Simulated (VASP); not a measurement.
W: single point with PBE

The system is W.

```
CELL_PARAMETERS angstrom
2.77746 0.00000 0.00000
-1.38873 2.40535 0.00000
0.00000 0.00000 4.94823
ATOMIC_POSITIONS crystal
W 0.33333 0.66667 0.25000
W 0.66667 0.33333 0.75000
```

```json
{
  "Program": "VASP 6.6.1",
  "Task": "single point",
  "Functional": "PBE",
  "Potentials or basis": "VASP PAW PBE potentials, release 64 (W_sv)",
  "Cutoff": "520 eV",
  "k mesh": "13 × 13 × 7",
  "Occupations": "fermi-dirac, width 0.1 eV",
  "Spin": "no spin polarisation"
}
```

```yaml
Pressure: 0.5 GPa
Band_gap_on_the_k_mesh: zero (band 14 reaches 11.71 eV, above the bottom of band 15 at 10.05 eV)
```

Stress tensor (GPa, compression positive):
```
0.53 0.00 0.00
0.00 0.53 0.00
0.00 0.00 0.36
```

Levels at points of the mesh, in eV from the Fermi level:
| k point | band 12 | band 13 | band 14 | band 15 | band 16 | band 17 |
| --- | --- | --- | --- | --- | --- | --- |
| (0.00, 0.00, 0.00) | -0.42 | -0.42 | -0.32 | 0.14 | 0.14 | 2.00 |

Wall time 89 s on 1 thread of AMD EPYC 7R13, on a shared host, peak memory 0.16 GiB.

Caveat: spin-orbit coupling is left out, which moves the levels of the heavy elements.
